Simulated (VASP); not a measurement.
# Sc12F (a cell with a defect) in VASP: notebook

Sc12F (a cell with a defect) is run at these levels: PBE; tasks: single point.

Program: VASP 6.6.1. These are calculated values, not measurements. Logs are shortened: lines on timing, memory, paths and dates and some standing lists are left out, and cuts for length are marked.

## Step 1: The cell of the first run

The cell holds a defect, 13 atoms: a = 6.620 Å, b = 9.930 Å, c = 5.276 Å, α = 90.00°, β = 90.00°, γ = 120.00°.

## Step 2: Single point, PBE

INCAR

```
SYSTEM = Sc12F
  PREC = Accurate
  ENCUT = 520
  EDIFF = 1E-6
  ISMEAR = 0
  SIGMA = 0.05
  LREAL = .FALSE.
  LASPH = .TRUE.
  NELM = 60
  ALGO = Normal
  ISIF = 2
  LWAVE = .FALSE.
  LCHARG = .TRUE.
  GGA = PE
  LELF = .TRUE.
  LVHAR = .TRUE.
  NBANDS = 82
```

KPOINTS

```
regular mesh
0
G
  3 2 3
  0 0 0
```

POSCAR

```
Sc12F
1.0
    6.6200000000      0.0000000000      0.0000000000
   -4.9650000000      8.5996320000      0.0000000000
    0.0000000000      0.0000000000      5.2761400000
Sc F
12 1
Direct
   -0.0045073480     -0.0004501248      0.0037265291
    0.1638803794      0.2238797159      0.4972808586
    0.0013356540      0.3346509328     -0.0012810212
    0.1662876166      0.5555198482      0.4974277779
   -0.0007307126      0.6664128278     -0.0011490689
    0.1646941803      0.8857495977      0.4953909333
    0.5042439248     -0.0004468575      0.0031591351
    0.6727012588      0.2238763985      0.4967174305
    0.5034235063      0.3376383629      0.0050033269
    0.6689169100      0.5570701431      0.5012415055
    0.5018134651      0.6679118231      0.0027056842
    0.6668833494      0.8887662950      0.5016712746
    0.3341952158      0.1117964374      0.7501910345
```

Potentials or basis: VASP PAW PBE potentials, release 64 (Sc_sv, F).

The run is started by

```console
$ cat potpaw_PBE.64/Sc_sv/POTCAR potpaw_PBE.64/F/POTCAR > POTCAR
$ mpirun -np 1 vasp_std > vasp.out
```

OUTCAR:

```text
SYSTEM = Sc12F
   PREC = Accurate
   ENCUT = 520
   EDIFF = 1E-6
   ISMEAR = 0
   LREAL = .FALSE.
   LASPH = .TRUE.
   NELM = 60
   ISIF = 2
   GGA = PE

 ion  position               nearest neighbor table
   1  0.995  1.000  0.004-  13 2.36  12 3.23   2 3.24   6 3.24  12 3.25   7 3.25  11 3.28   2 3.30
                             3 3.31   6 3.32   5 3.32   9 3.36   7 3.37
   2  0.164  0.224  0.497-  13 2.35   3 3.24   1 3.24   9 3.25   3 3.25   8 3.25   4 3.29   1 3.30
                            12 3.31   9 3.31  10 3.33   6 3.36   8 3.37
   3  0.001  0.335  0.999-   8 3.23   2 3.24   4 3.25   2 3.25   8 3.25   4 3.26   5 3.30   1 3.31
                             9 3.31   7 3.31   9 3.31  11 3.31
   4  0.166  0.556  0.497-  11 3.24   3 3.25   5 3.25   3 3.26   5 3.26   8 3.28   6 3.28   2 3.29
                            11 3.29  10 3.30  12 3.31  10 3.32
   5  0.999  0.666  0.999-   6 3.23  10 3.24   4 3.25  10 3.26   6 3.26   4 3.26   9 3.27  11 3.30
                             3 3.30  11 3.32   1 3.32   7 3.33
   6  0.165  0.886  0.495-  13 2.36   5 3.23   1 3.24   7 3.25   5 3.26  10 3.27   4 3.28  12 3.31
                            12 3.31   7 3.31   1 3.32   8 3.36   2 3.36
   7  0.504  1.000  0.003-  13 2.35  12 3.24   8 3.24   6 3.25  12 3.25   1 3.25  11 3.29   8 3.30
                             3 3.31   6 3.31   5 3.33   9 3.36   1 3.37
   8  0.673  0.224  0.497-  13 2.36   3 3.23   7 3.24   9 3.24   3 3.25   2 3.25   4 3.28   7 3.30
                            12 3.31   9 3.32  10 3.32   6 3.36   2 3.37
   9  0.503  0.338  0.005-  13 2.36  10 3.23   8 3.24   2 3.25  10 3.26   5 3.27  11 3.28   3 3.31
                             3 3.31   2 3.31   8 3.32   1 3.36   7 3.36
  10  0.669  0.557  0.501-   9 3.23   5 3.24  11 3.25   5 3.26   9 3.26  11 3.26   6 3.27   4 3.30
                            12 3.30   4 3.32   8 3.32   2 3.33
  11  0.502  0.668  0.003-   4 3.24  12 3.25  10 3.25  12 3.26  10 3.26   1 3.28   9 3.28   7 3.29
                             4 3.29   5 3.30   3 3.31   5 3.32
  12  0.667  0.889  0.502-   1 3.23   7 3.24  11 3.25   7 3.25   1 3.25  11 3.26  10 3.30   8 3.31
                             2 3.31   6 3.31   6 3.31   4 3.31
  13  0.334  0.112  0.750-   2 2.35   7 2.35   8 2.36   1 2.36   9 2.36   6 2.36

  LATTYP: Found a simple monoclinic cell.
 ALAT       =     6.6200000000
 B/A-ratio  =     0.7970000000
 C/A-ratio  =     1.3228756170
 COS(beta)  =    -0.1889822420

  Lattice vectors:

 A1 = (   6.6200000000,   0.0000000000,   0.0000000000)
 A2 = (   0.0000000000,   0.0000000000,   5.2761400000)
 A3 = (  -1.6550000000,  -8.5996320000,   0.0000000000)

Analysis of symmetry for initial positions (statically):
=====================================================================
 Subroutine PRICEL returns:
 Original cell was already a primitive cell.

 Routine SETGRP: Setting up the symmetry group for a
 simple monoclinic supercell.

 Subroutine GETGRP returns: Found  1 space group operations
 (whereof  1 operations were pure point group operations)
 out of a pool of  4 trial point group operations.

The static configuration has the point symmetry C_1 .

Analysis of symmetry for dynamics (positions and initial velocities):
=====================================================================
 Subroutine PRICEL returns:
 Original cell was already a primitive cell.

 Routine SETGRP: Setting up the symmetry group for a
 simple monoclinic supercell.

 Subroutine GETGRP returns: Found  1 space group operations
 (whereof  1 operations were pure point group operations)
 out of a pool of  4 trial point group operations.

The dynamic configuration has the point symmetry C_1 .

 Subroutine INISYM returns: Found  1 space group operations
 (whereof  1 operations are pure point group operations),
 and found     1 'primitive' translations

----------------------------------------------------------------------------------------

                                     Primitive cell

  volume of cell :     300.3683

  direct lattice vectors                    reciprocal lattice vectors
     6.620000000  0.000000000  0.000000000     0.151057402  0.087213034  0.000000000
    -4.965000000  8.599632000  0.000000000     0.000000000  0.116284046  0.000000000
     0.000000000  0.000000000  5.276140000     0.000000000  0.000000000  0.189532499

  length of vectors
[... 70 lines left out ...]
|                                                                             |
 -----------------------------------------------------------------------------

 Subroutine IBZKPT returns following result:
 ===========================================

 Found     10 irreducible k-points:

 Following reciprocal coordinates:
            Coordinates               Weight
  0.000000  0.000000  0.000000      1.000000
  0.333333  0.000000  0.000000      2.000000
  0.000000  0.500000  0.000000      1.000000
  0.333333  0.500000  0.000000      2.000000
  0.000000  0.000000  0.333333      2.000000
  0.333333  0.000000  0.333333      2.000000
 -0.333333 -0.000000  0.333333      2.000000
  0.000000  0.500000  0.333333      2.000000
  0.333333  0.500000  0.333333      2.000000
 -0.333333  0.500000  0.333333      2.000000
   k-points           NKPTS =     10   k-points in BZ     NKDIM =     10   number of bands    NBANDS=     82
   number of dos      NEDOS =    301   number of ions     NIONS =     13
   total plane-waves  NPLWV = 160000
   dimension x,y,z NGX =    50 NGY =   80 NGZ =   40
   dimension x,y,z NGXF=   100 NGYF=  160 NGZF=   80
   ions per type =              12   1
   NGX,Y,Z   is equivalent  to a cutoff of  12.56, 13.39, 12.60 a.u.
   NGXF,Y,Z  is equivalent  to a cutoff of  25.11, 26.79, 25.21 a.u.
 SYSTEM =  Sc12F
   PREC   = accura    normal or accurate (medium, high low for compatibility)
   ISTART =      0    job   : 0-new  1-cont  2-samecut
   ICHARG =      2    charge: 1-file 2-atom 10-const
   ISPIN  =      1    spin polarized calculation?
   LNONCOLLINEAR =      F non collinear calculations
   LSORBIT =      F    spin-orbit coupling
   LASPH  =      T    aspherical Exc in radial PAW
   ENCUT  =  520.0 eV  38.22 Ry    6.18 a.u.  12.31 18.46  9.81*2*pi/ulx,y,z
   NELM   =     60;   NELMIN=  2; NELMDL= -5     # of ELM steps
   EDIFF  = 0.1E-05   stopping-criterion for ELM
   LREAL  =      F    real-space projection
   EDIFFG = 0.1E-04   stopping-criterion for IOM
   NSW    =      0    number of steps for IOM
   IBRION =     -1    ionic relax: 0-MD 1-quasi-New 2-CG
   NFREE  =      0    steps in history (QN), initial steepest desc. (CG)
   ISIF   =      2    stress and relaxation
   ISYM   =      2    0-nonsym 1-usesym 2-fastsym
   POTIM  = 0.5000    time-step for ionic-motion
   TEBEG  =    0.0;   TEEND  =   0.0 temperature during run
   PSTRESS=    0.0 pullay stress
   NELECT =     139.0000    total number of electrons
   NUPDOWN=      -1.0000    fix difference up-down
   EMIN   =  10.00;   EMAX   =-10.00  energy-range for DOS
   EFERMI =   0.00;   METHOD = LEGACY
   ISMEAR =     0;   SIGMA  =   0.05  broadening in eV -4-tet -1-fermi 0-gaus
   EFERMI_NEDOS =   21; number of points for ismear=-14 and -15
   IALGO  =     38    algorithm
   IMIX   =      4    mixing-type and parameters
     AMIX     =   0.40;   BMIX     =  1.00
     AMIX_MAG =   1.60;   BMIX_MAG =  1.00
  volume/ion in A,a.u.               =      23.11       155.92
  Fermi-wavevector in a.u.,A,eV,Ry     =   1.266276  2.392915 21.816328  1.603455
  Thomas-Fermi vector in A             =   2.399485
   LORBIT       =      0    0 simple, 1 ext, 2 COOP (PROOUT), +10 PAW based schemes
   GGA     = PE    functional components
   LHFCALC =     F    Hartree Fock is set to
   AEXX    =    0.0000 exact exchange contribution
   IVDW    =     0    specifies the selected vdW correction
   LEPSILON=     F    determine dielectric tensor
   LRPA    =     F    only Hartree local field effects (RPA)
 non-spin polarized calculation
 Gauss-broadening in eV      SIGMA  =   0.05
  energy-cutoff  :      520.00
  volume of cell :      300.37
 maximum number of plane-waves:      8103
 NGX is ok and might be reduce to    50
   NGX = 25   NGY = 37   NGZ = 19

 number of electron     139.0000011 magnetization

 Free energy of the ion-electron system (eV)
  ---------------------------------------------------
  ext. energy  EPLUGINS =         0.00000000
  ---------------------------------------------------
  free energy    TOTEN  =       -81.40911200 eV

  energy without entropy =      -81.37879219  energy(sigma->0) =      -81.39395210

 E-fermi :   3.7979     XC(G=0):  -9.9466

 val. band max:        3.7965486773   @ k =   0.0000   0.0000   0.0000
 cond. band min:       3.8044029783   @ k =   0.0000   0.5000   0.3333
 fundamental gap:      0.0078543010
 Fermi energy:         3.7978866878

 k-point     1 :       0.0000    0.0000    0.0000
  band No.  band energies     occupation
      1     -45.6897      2.00000
      2     -45.6655      2.00000
      3     -45.6541      2.00000
      4     -45.6462      2.00000
      5     -45.6408      2.00000
      6     -45.6298      2.00000
[... 829 lines left out ...]
     80       4.8431      0.00000
     81       4.8641      0.00000
 [bands above 81 left out]

------------------------ aborting loop because EDIFF is reached ----------------------------------------

  FORCE on cell =-STRESS in cart. coord.  units (eV):
  Direction    XX          YY          ZZ          XY          YZ          ZX
  --------------------------------------------------------------------------------------
  -------------------------------------------------------------------------------------
  Total        0.1483128      0.1977225     -2.0251869     -0.0249075      0.1884871      0.0500995
  in kB        0.7911066      1.0546599    -10.8024314     -0.1328579      1.0053983      0.2672327
  external PRESSURE =      -2.9855550 kB  Pullay stress =       0.0000000 kB

 VOLUME and BASIS-vectors are now :
 -----------------------------------------------------------------------------
  energy-cutoff  :      520.00
  volume of cell :      300.37
      direct lattice vectors                 reciprocal lattice vectors
     6.620000000  0.000000000  0.000000000     0.151057402  0.087213034  0.000000000
    -4.965000000  8.599632000  0.000000000     0.000000000  0.116284046  0.000000000
     0.000000000  0.000000000  5.276140000     0.000000000  0.000000000  0.189532499

 POSITION                                       TOTAL-FORCE (eV/Angst)
 -----------------------------------------------------------------------------------
      1.62740      8.59576      0.01966        -0.016725     -0.005505      0.009439
     -0.02667      1.92528      2.62372        -0.009840      0.006232     -0.005853
     -1.65270      2.87787      5.26938        -0.000414      0.004623     -0.003332
     -1.65733      4.77727      2.62450         0.003071     -0.000510      0.001617
      3.30642      5.73091      5.27008         0.002083     -0.005308      0.000573
     -3.30747      7.61712      2.61375         0.002175     -0.016021     -0.009425
     -1.62469      8.59579      0.01667         0.011981     -0.006140      0.004956
      3.34174      1.92525      2.62075         0.015745      0.005577     -0.011246
      1.65629      2.90357      0.02640        -0.000377      0.018724      0.008854
      1.66238      4.79060      2.64462        -0.002430      0.003152      0.001823
      0.00582      5.74380      0.01428        -0.001912      0.000586     -0.000286
      0.00204      7.64306      2.64689        -0.002261     -0.003854      0.002754
      1.65730      0.96141      3.95811        -0.001097     -0.001555      0.000127
 -----------------------------------------------------------------------------------
    total drift:                               -0.000282      0.001011      0.000151

  FREE ENERGIE OF THE ION-ELECTRON SYSTEM (eV)
  ---------------------------------------------------
  free  energy   TOTEN  =       -81.4091120024 eV

  energy  without entropy=      -81.3787921943  energy(sigma->0) =      -81.39395210
```

It took 3.9 min on 1 thread of Intel Xeon 6975P-C (Granite Rapids), shared host; peak memory 0.48 GiB.

Results:

```
Free energy            : -81.4091 eV
Pressure               : -0.3 GPa
Largest force          : 0.021 eV/Å
Band gap on the k mesh : zero (an odd number of electrons rules out a gap without spin polarisation)
```

Forces in eV/Å, atoms in the order of the input:
```
Sc  -0.017 -0.006  0.009
Sc  -0.010  0.006 -0.006
Sc   0.000  0.005 -0.003
Sc   0.003 -0.001  0.002
Sc   0.002 -0.005  0.001
Sc   0.002 -0.016 -0.009
Sc   0.012 -0.006  0.005
Sc   0.016  0.006 -0.011
Sc   0.000  0.019  0.009
Sc  -0.002  0.003  0.002
Sc  -0.002  0.001  0.000
Sc  -0.002 -0.004  0.003
F   -0.001 -0.002  0.000
```

Caveat: the k points lie up to 0.40 Å⁻¹ apart, too coarse for converged energies and pressures of a metal; an odd number of electrons without spin polarisation forces a metal; a magnetic or distorted state may lie lower.

## Step 3: Single point, PBE

INCAR is that of step 2.

KPOINTS

```
Automatic mesh
0
G
  3 2 3
  0 0 0
```

POSCAR

```
Sc12F
1.0
    6.6200000000      0.0000000000      0.0000000000
   -4.9650000000      8.5996320000      0.0000000000
    0.0000000000      0.0000000000      5.2761400000
Sc F
12 1
Direct
   -0.0054932334     -0.0003247811     -0.0045867004
    0.1629793871      0.2240370268      0.5022337779
    0.0005191606      0.3349798924      0.0005622130
    0.1654413980      0.5556451181      0.5016684374
   -0.0014475220      0.6665387325      0.0000039223
    0.1639917058      0.8860824282      0.5036418647
    0.5036540704     -0.0002268811     -0.0041584820
    0.6719848888      0.2239957616      0.5026856617
    0.5025628354      0.3375598657     -0.0056514992
    0.6680195859      0.5571893230      0.4980987477
    0.5008778503      0.6679397999     -0.0035073149
    0.6658777969      0.8886941451      0.4974069368
    0.3331633561      0.1119878788      0.2487913450
```

Potentials or basis: VASP PAW PBE potentials, release 64 (Sc_sv, F).

The run is started by

```console
$ cat potpaw_PBE.64/Sc_sv/POTCAR potpaw_PBE.64/F/POTCAR > POTCAR
$ mpirun -np 1 vasp_std > vasp.out
```

It took 3.9 min on 1 thread of Intel Xeon 6975P-C (Granite Rapids), shared host; peak memory 0.48 GiB.

It converged, with:

```yaml
Free_energy: -81.4091 eV
Pressure: -0.3 GPa
Largest_force: 0.028 eV/Å
Band_gap_on_the_k_mesh: zero (an odd number of electrons rules out a gap without spin polarisation)
```

Forces in eV/Å, atoms in the order of the input:
```
Sc  -0.013 -0.006 -0.010
Sc  -0.009  0.005  0.001
Sc   0.004 -0.001  0.003
Sc   0.002  0.001 -0.001
Sc  -0.003 -0.002  0.006
Sc   0.002 -0.022  0.009
Sc   0.007 -0.009 -0.001
Sc   0.012  0.006  0.006
Sc  -0.004  0.026 -0.010
Sc   0.001  0.002 -0.006
Sc   0.000  0.002 -0.001
Sc  -0.003  0.001 -0.002
F    0.004 -0.004  0.003
```

Stress tensor (GPa, compression positive):
```
 0.07 -0.01 -0.03
-0.01  0.11 -0.10
-0.03 -0.10 -1.08
```

Levels at points of the mesh, in eV from the Fermi level:
| k point | band 65 | band 66 | band 67 | band 68 | band 69 | band 70 | band 71 | band 72 | band 73 | band 74 |
| --- | --- | --- | --- | --- | --- | --- | --- | --- | --- | --- |
| (0.00, 0.00, 0.00) | -0.50 | -0.49 | -0.45 | -0.44 | -0.36 | -0.30 | -0.23 | 0.00 | 0.21 | 0.30 |
| (0.00, 0.50, 0.00) | -0.60 | -0.52 | -0.45 | -0.37 | -0.33 | -0.31 | -0.23 | -0.08 | 0.06 | 0.85 |

Caveat: the k points lie up to 0.40 Å⁻¹ apart, too coarse for converged energies and pressures of a metal; an odd number of electrons without spin polarisation forces a metal; a magnetic or distorted state may lie lower.
